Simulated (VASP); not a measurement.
# Rh (Fm-3m) in VASP: notebook

The runs below take Rh through single point, with PBE.

All numbers are computed with VASP 6.6.1; they aren't measurements. Logs are shortened: lines on timing, memory, paths and dates and some standing lists are left out, and cuts for length are marked.

## (1) The cell of the first run

It takes space group Fm-3m (No. 225, cubic). The conventional cell has a = 3.876 Å, b = 3.876 Å, c = 3.876 Å, α = 90.00°, β = 90.00°, γ = 90.00°. Within 3.6 Å of Rh (site symmetry m-3m) lie 12 Rh at 2.74 Å.

## (2) Single point, PBE, collinear spin, zero start

The input, INCAR:

```
SYSTEM = Rh
ALGO = Normal
EDIFF = 1E-6
ENCUT = 500
GGA = PE
GGA_COMPAT = .False.
ISIF = 2
ISMEAR = -1
ISPIN = 2
LASPH = .True.
LCHARG = .False.
LMAXMIX = 4
LORBIT = 11
LREAL = .False.
LWAVE = .False.
MAGMOM = 0
NBANDS = 18
NELM = 200
PREC = Accurate
SIGMA = 0.1
```

The input, KPOINTS:

```
k-points
0
Gamma
  8 8 8
  0 0 0
```

The input, POSCAR:

```
Rh
1.0
    0.0000000000      1.9381040000      1.9381040000
    1.9381040000      0.0000000000      1.9381040000
    1.9381040000      1.9381040000      0.0000000000
Rh
1
Direct
    0.0000000000      0.0000000000      0.0000000000
```

Potentials or basis: VASP PAW PBE potentials, release 64 (Rh_pv).

The run is started by

```
$ cat potpaw_PBE.64/Rh_pv/POTCAR > POTCAR
$ mpirun -np 1 vasp_std > vasp.out
```

OUTCAR:

```text
SYSTEM = Rh
   EDIFF = 1E-6
   ENCUT = 500
   GGA = PE
   ISIF = 2
   ISMEAR = -1
   ISPIN = 2
   LASPH = .True.
   LORBIT = 11
   LREAL = .False.
   NELM = 200
   PREC = Accurate

 ion  position               nearest neighbor table
   1  0.000  0.000  0.000-

  LATTYP: Found a face centered cubic cell.
 ALAT       =     3.8762080000

  Lattice vectors:

 A1 = (   0.0000000000,   1.9381040000,   1.9381040000)
 A2 = (   1.9381040000,   0.0000000000,   1.9381040000)
 A3 = (   1.9381040000,   1.9381040000,   0.0000000000)

Analysis of symmetry for initial positions (statically):
=====================================================================
 Subroutine PRICEL returns:
 Original cell was already a primitive cell.

 Routine SETGRP: Setting up the symmetry group for a
 face centered cubic supercell.

 Subroutine GETGRP returns: Found 48 space group operations
 (whereof 48 operations were pure point group operations)
 out of a pool of 48 trial point group operations.

The static configuration has the point symmetry O_h .

Analysis of symmetry for dynamics (positions and initial velocities):
=====================================================================
 Subroutine PRICEL returns:
 Original cell was already a primitive cell.

 Routine SETGRP: Setting up the symmetry group for a
 face centered cubic supercell.

 Subroutine GETGRP returns: Found 48 space group operations
 (whereof 48 operations were pure point group operations)
 out of a pool of 48 trial point group operations.

The dynamic configuration has the point symmetry O_h .

Analysis of structural, dynamic, and magnetic symmetry:
=====================================================================
 Subroutine PRICEL returns:
 Original cell was already a primitive cell.

 Routine SETGRP: Setting up the symmetry group for a
 face centered cubic supercell.

 Subroutine GETGRP returns: Found 48 space group operations
 (whereof 48 operations were pure point group operations)
 out of a pool of 48 trial point group operations.

The overall configuration has the point symmetry O_h .

 Subroutine INISYM returns: Found 48 space group operations
 (whereof 48 operations are pure point group operations),
 and found     1 'primitive' translations

----------------------------------------------------------------------------------------

                                     Primitive cell

  volume of cell :      14.5600

  direct lattice vectors                    reciprocal lattice vectors
     0.000000000  1.938104000  1.938104000    -0.257984092  0.257984092  0.257984092
     1.938104000  0.000000000  1.938104000     0.257984092 -0.257984092  0.257984092
     1.938104000  1.938104000  0.000000000     0.257984092  0.257984092 -0.257984092

  length of vectors
     2.740892962  2.740892962  2.740892962     0.446841554  0.446841554  0.446841554

  position of ions in fractional coordinates (direct lattice)
     0.000000000  0.000000000  0.000000000

  ion indices of the primitive-cell ions
   primitive index   ion index
                 1           1

----------------------------------------------------------------------------------------

 KPOINTS: k-points

Automatic generation of k-mesh.
 Grid dimensions read from file:
 generate k-points for:    8    8    8

 Generating k-lattice:

  Cartesian coordinates                     Fractional coordinates (reciprocal lattice)
    -0.032248011  0.032248011  0.032248011     0.125000000  0.000000000  0.000000000
     0.032248011 -0.032248011  0.032248011     0.000000000  0.125000000  0.000000000
     0.032248011  0.032248011 -0.032248011     0.000000000  0.000000000  0.125000000

  Length of vectors
     0.055855194  0.055855194  0.055855194

  Shift w.r.t. Gamma in fractional coordinates (k-lattice)
     0.000000000  0.000000000  0.000000000

 Subroutine IBZKPT returns following result:
 ===========================================

 Found     29 irreducible k-points:

 Following reciprocal coordinates:
            Coordinates               Weight
  0.000000  0.000000  0.000000      1.000000
  0.125000  0.000000  0.000000      8.000000
  0.250000  0.000000  0.000000      8.000000
  0.375000  0.000000  0.000000      8.000000
  0.500000  0.000000  0.000000      4.000000
  0.125000  0.125000  0.000000      6.000000
[... 16 lines left out ...]
  0.500000  0.250000  0.125000     48.000000
 -0.375000  0.250000  0.125000     24.000000
 [... further k-points ...]
   k-points           NKPTS =     29   k-points in BZ     NKDIM =     29   number of bands    NBANDS=     18
   number of dos      NEDOS =    301   number of ions     NIONS =      1
   total plane-waves  NPLWV =   8000
   dimension x,y,z NGX =    20 NGY =   20 NGZ =   20
   dimension x,y,z NGXF=    40 NGYF=   40 NGZF=   40
   ions per type =               1
   NGX,Y,Z   is equivalent  to a cutoff of  12.13, 12.13, 12.13 a.u.
   NGXF,Y,Z  is equivalent  to a cutoff of  24.26, 24.26, 24.26 a.u.
 SYSTEM =  Rh
   PREC   = accura    normal or accurate (medium, high low for compatibility)
   ISTART =      0    job   : 0-new  1-cont  2-samecut
   ICHARG =      2    charge: 1-file 2-atom 10-const
   ISPIN  =      2    spin polarized calculation?
   LNONCOLLINEAR =      F non collinear calculations
   LSORBIT =      F    spin-orbit coupling
   LASPH  =      T    aspherical Exc in radial PAW
   ENCUT  =  500.0 eV  36.75 Ry    6.06 a.u.   5.00  5.00  5.00*2*pi/ulx,y,z
   NELM   =    200;   NELMIN=  2; NELMDL= -5     # of ELM steps
   EDIFF  = 0.1E-05   stopping-criterion for ELM
   LREAL  =      F    real-space projection
   EDIFFG = 0.1E-04   stopping-criterion for IOM
   NSW    =      0    number of steps for IOM
   IBRION =     -1    ionic relax: 0-MD 1-quasi-New 2-CG
   NFREE  =      0    steps in history (QN), initial steepest desc. (CG)
   ISIF   =      2    stress and relaxation
   ISYM   =      2    0-nonsym 1-usesym 2-fastsym
   POTIM  = 0.5000    time-step for ionic-motion
   TEBEG  =    0.0;   TEEND  =   0.0 temperature during run
   PSTRESS=    0.0 pullay stress
   NELECT =      15.0000    total number of electrons
   NUPDOWN=      -1.0000    fix difference up-down
   EMIN   =  10.00;   EMAX   =-10.00  energy-range for DOS
   EFERMI =   0.00;   METHOD = LEGACY
   ISMEAR =    -1;   SIGMA  =   0.10  broadening in eV -4-tet -1-fermi 0-gaus
   EFERMI_NEDOS =   21; number of points for ismear=-14 and -15
   IALGO  =     38    algorithm
   IMIX   =      4    mixing-type and parameters
     AMIX     =   0.40;   BMIX     =  1.00
     AMIX_MAG =   1.60;   BMIX_MAG =  1.00
  volume/ion in A,a.u.               =      14.56        98.26
  Fermi-wavevector in a.u.,A,eV,Ry     =   1.653426  3.124523 37.195859  2.733819
  Thomas-Fermi vector in A             =   2.741867
   LORBIT       =     11    0 simple, 1 ext, 2 COOP (PROOUT), +10 PAW based schemes
   GGA     = PE    functional components
   LHFCALC =     F    Hartree Fock is set to
   AEXX    =    0.0000 exact exchange contribution
   IVDW    =     0    specifies the selected vdW correction
   LEPSILON=     F    determine dielectric tensor
   LRPA    =     F    only Hartree local field effects (RPA)
 spin polarized calculation
  energy-cutoff  :      500.00
  volume of cell :       14.56
 maximum number of plane-waves:       380
   NGX =  9   NGY =  9   NGZ =  9

 number of electron      14.9999992 magnetization      -0.0000020

 number of electron      14.9999992 magnetization       0.0000072

 Free energy of the ion-electron system (eV)
  ---------------------------------------------------
  ext. energy  EPLUGINS =         0.00000000
  ---------------------------------------------------
  free energy    TOTEN  =        -7.24916892 eV

  energy without entropy =       -7.18779372  energy(sigma->0) =       -7.21848132

 E-fermi :  10.9231     XC(G=0): -13.6598

 val. band max:       10.8932963017   @ k =  -0.3750   0.2500   0.0000
 cond. band min:      10.9731239989   @ k =   0.3750   0.0000   0.0000
 fundamental gap:      0.0798276973
 Fermi energy:        10.9230865021

 spin component 1

 k-point     1 :       0.0000    0.0000    0.0000
  band No.  band energies     occupation
      1     -35.3622      1.00000
      2     -35.3622      1.00000
      3     -35.3622      1.00000
      4       3.3415      1.00000
      5       8.0879      1.00000
      6       8.0879      1.00000
[... 10 lines left out ...]
     17      42.0981      0.00000
     18      42.0981      0.00000

 k-point     2 :       0.1250    0.0000    0.0000
  band No.  band energies     occupation
      1     -35.4524      1.00000
      2     -35.3746      1.00000
      3     -35.3746      1.00000
      4       3.9145      1.00000
      5       7.8751      1.00000
      6       8.2858      1.00000
[... 10 lines left out ...]
     17      40.3746      0.00000
     18      41.7055      0.00000
[... 442 lines left out ...]
 k-point    24 :      -0.3750    0.2500    0.1250
  band No.  band energies     occupation
      1     -35.8810      1.00000
      2     -35.6033      1.00000
      3     -35.4967      1.00000
      4       6.2901      1.00000
      5       7.1193      1.00000
      6       8.4614      1.00000
[... 10 lines left out ...]
     17      45.4238      0.00000
     18      45.5773      0.00000

 [... further k-points ...]

 spin component 2

 k-point     1 :       0.0000    0.0000    0.0000
  band No.  band energies     occupation
      1     -35.3622      1.00000
      2     -35.3622      1.00000
      3     -35.3622      1.00000
      4       3.3415      1.00000
      5       8.0879      1.00000
      6       8.0879      1.00000
[... 10 lines left out ...]
     17      42.0981      0.00000
     18      42.0981      0.00000

 k-point     2 :       0.1250    0.0000    0.0000
  band No.  band energies     occupation
      1     -35.4524      1.00000
      2     -35.3746      1.00000
      3     -35.3746      1.00000
      4       3.9145      1.00000
      5       7.8751      1.00000
      6       8.2858      1.00000
[... 10 lines left out ...]
     17      40.3746      0.00000
     18      41.7055      0.00000
[... 442 lines left out ...]
 k-point    24 :      -0.3750    0.2500    0.1250
  band No.  band energies     occupation
      1     -35.8810      1.00000
      2     -35.6033      1.00000
      3     -35.4967      1.00000
      4       6.2901      1.00000
      5       7.1193      1.00000
      6       8.4614      1.00000
[... 10 lines left out ...]
     17      45.4238      0.00000
     18      45.5773      0.00000

 [... further k-points ...]

------------------------ aborting loop because EDIFF is reached ----------------------------------------

  FORCE on cell =-STRESS in cart. coord.  units (eV):
  Direction    XX          YY          ZZ          XY          YZ          ZX
  --------------------------------------------------------------------------------------
  -------------------------------------------------------------------------------------
  Total       -0.6485745     -0.6485745     -0.6485745     -0.0000000      0.0000000      0.0000000
  in kB      -71.3689390    -71.3689390    -71.3689390     -0.0000000      0.0000000      0.0000000
  external PRESSURE =     -71.3689390 kB  Pullay stress =       0.0000000 kB

 VOLUME and BASIS-vectors are now :
 -----------------------------------------------------------------------------
  energy-cutoff  :      500.00
  volume of cell :       14.56
      direct lattice vectors                 reciprocal lattice vectors
     0.000000000  1.938104000  1.938104000    -0.257984092  0.257984092  0.257984092
     1.938104000  0.000000000  1.938104000     0.257984092 -0.257984092  0.257984092
     1.938104000  1.938104000  0.000000000     0.257984092  0.257984092 -0.257984092

 POSITION                                       TOTAL-FORCE (eV/Angst)
 -----------------------------------------------------------------------------------
      0.00000      0.00000      0.00000         0.000000      0.000000      0.000000
 -----------------------------------------------------------------------------------
    total drift:                                0.000000     -0.000000      0.000000

  FREE ENERGIE OF THE ION-ELECTRON SYSTEM (eV)
  ---------------------------------------------------
  free  energy   TOTEN  =        -7.2491689192 eV

  energy  without entropy=       -7.1877937205  energy(sigma->0) =       -7.21848132

 total charge

# of ion       s       p       d       tot
------------------------------------------
    1        0.385   6.262   7.047  13.694

 magnetization (x)

# of ion       s       p       d       tot
------------------------------------------
    1        0.000   0.000   0.000   0.000
```

It took 10 s on 1 thread of Intel Xeon 6975P-C, shared host; peak memory 0.14 GiB.

What came out:

| Quantity | Value |
| --- | --- |
| Free energy | -7.2492 eV |
| Pressure | -7.1 GPa |
| Net moment | 0.00 μB per cell |
| Valence electrons inside the program's atomic spheres | Rh 13.69 |

## (3) Single point, PBE, collinear spin, zero start

The input, INCAR:

```
ALGO     = Normal         # electronic algorithm
EDIFF    = 1E-6           # SCF threshold, eV
ENCUT    = 500            # plane-wave cutoff, eV
GGA      = PE             # functional
GGA_COMPAT= False        
ISIF     = 2              # what is computed and relaxed
ISMEAR   = -1             # smearing method
ISPIN    = 2              # spin polarisation
LASPH    = True           # aspherical terms in the spheres
LCHARG   = False          # write CHGCAR
LMAXMIX  = 4              # l up to which the mixer works
LORBIT   = 11             # projections on sites
LREAL    = False          # projectors in reciprocal space
LWAVE    = False          # write WAVECAR
MAGMOM   = 0              # initial moments
NBANDS   = 18             # bands
NELM     = 200            # most SCF steps
PREC     = Accurate       # precision mode
SIGMA    = 0.1            # smearing width, eV
```

The input, KPOINTS:

```
k-points
0
Gamma
  8 8 8
```

POSCAR is that of step 2.

Potentials or basis: VASP PAW PBE potentials, release 64 (Rh_pv).

The run is started by

```
$ cat potpaw_PBE.64/Rh_pv/POTCAR > POTCAR
$ mpirun -np 1 vasp_std > vasp.out
```

Run time: 6.4 s. Hardware: 1 thread of Intel Xeon 6975P-C, shared host; peak memory 0.14 GiB.

The run converged. Its results:

```yaml
Free_energy: -7.2492 eV
Pressure: -7.1 GPa
Net_moment: 0.00 μB per cell
Valence_electrons_inside_the_program's_atomic_spheres: Rh 13.69
```

Levels at points of the mesh, in eV from the Fermi level:
Spin up:
```
           k point  band 5  band 6  band 7  band 8  band 9  band 10
(0.00, 0.00, 0.00)   -2.84   -2.84   -2.84   -0.93   -0.93    15.97
(0.50, 0.00, 0.00)   -2.90   -2.90    0.50    0.50    0.76     8.05
(0.50, 0.50, 0.00)   -5.47    0.47    0.87    0.87    3.16    11.54
```
Spin down:
```tsv
k point	band 5	band 6	band 7	band 8	band 9	band 10
(0.00, 0.00, 0.00)	-2.84	-2.84	-2.84	-0.93	-0.93	15.97
(0.50, 0.00, 0.00)	-2.90	-2.90	0.50	0.50	0.76	8.05
(0.50, 0.50, 0.00)	-5.47	0.47	0.87	0.87	3.16	11.54
```
